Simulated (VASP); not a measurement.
## SnO2: single point with PBE+D3(BJ)

Crystal: SnO2.

```
Sn O
1.0
     3.22926    0.00000    0.00000
    -1.61463    2.79662    0.00000
     0.00000    0.00000   11.03533
Sn O
2 4
Direct
  0.00000 0.00000 0.50000
  0.00000 0.00000 0.00000
  0.66667 0.33333 0.40179
  0.66667 0.33333 0.09821
  0.33333 0.66667 0.59821
  0.33333 0.66667 0.90179
```

```
Program             : VASP 6.6.1
Task                : single point
Functional          : PBE
Dispersion          : D3(BJ)
Potentials or basis : VASP PAW PBE potentials, release 64 (Sn_d, O)
Cutoff              : 520 eV
k mesh              : 12 × 12 × 4
Occupations         : gaussian, width 0.05 eV
Spin                : no spin polarisation
```

```json
{"Pressure": "-5.7 GPa", "Largest force": "0.886 eV/Å", "Band gap on the k mesh": "2.04 eV (least direct gap 2.33 eV)", "Dispersion energy per atom": "-0.152 eV"}
```

Forces on the atoms (eV/Å):
```
Sn   0.000  0.000  0.000
Sn   0.000  0.000  0.000
O    0.000  0.000  0.886
O    0.000  0.000 -0.886
O    0.000  0.000 -0.886
O    0.000  0.000  0.886
```

Stress tensor (GPa, compression positive):
```
-5.07  0.00  0.00
 0.00 -5.07  0.00
 0.00  0.00 -7.07
```

Levels at points of the mesh, in eV from the valence-band top:
```csv
k point,band 24,band 25,band 26,band 27,band 28,band 29
"(0.00, 0.00, 0.00)",-0.69,-0.69,-0.28,2.04,2.72,5.33
"(0.50, 0.00, 0.00)",-0.47,-0.42,-0.06,4.77,4.90,6.73
"(0.00, 0.00, 0.50)",-0.70,-0.60,-0.60,2.39,2.39,5.49
"(0.50, 0.00, 0.50)",-0.49,-0.23,-0.23,4.83,4.83,6.96
```

Run time: 120 s on 1 thread of Intel(R) Xeon(R) Platinum 8488C (Sapphire Rapids), with other jobs on the host, peak memory 0.31 GiB.

Caveat: the cell stands under tension; spin-orbit coupling is left out, which moves the levels of the heavy elements. A k mesh can miss the band edges.
